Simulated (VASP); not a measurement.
**ScTiSe: single point with PBE**

ScTiSe:

```xyz
3
Lattice="4.3629 0.0000 0.0000 -2.1815 3.7784 0.0000 0.0000 0.0000 3.5452" Properties=species:S:1:pos:R:3 pbc="T T T"
Sc    0.0000    0.0000    0.0000
Ti    0.0000    2.5189    1.7726
Se    2.1815    1.2595    1.7726
```

```yaml
Program: VASP 6.6.1
Task: single point
Functional: PBE
Potentials_or_basis: VASP PAW PBE potentials, release 64 (Sc_sv, Ti_sv, Se)
Cutoff: 520 eV
k_mesh: 12 × 12 × 14
Occupations: gaussian, width 0.1 eV
Spin: no spin polarisation
Dipole_correction: no
Further_INCAR_settings: ALGO = Normal; EDIFF = 1e-07; NBANDS = 22
```

```yaml
Pressure: 0.1 GPa
```

Levels at points of the mesh, in eV from the Fermi level:
```csv
k point,band 12,band 13,band 14,band 15,band 16,band 17
"(0.00, 0.00, 0.00)",-2.06,-1.96,-1.24,0.63,0.63,0.72
"(0.50, 0.00, 0.00)",-2.56,-1.97,-0.34,0.19,0.54,1.22
"(0.00, 0.00, 0.50)",-4.66,-0.91,-0.91,0.88,0.88,1.09
"(0.50, 0.00, 0.50)",-4.24,-0.93,-0.37,-0.28,-0.11,0.71
```

It took 4 min on 1 thread of Oxide Virtual Turin-like Processor, with other jobs on the host, peak memory 0.31 GiB.
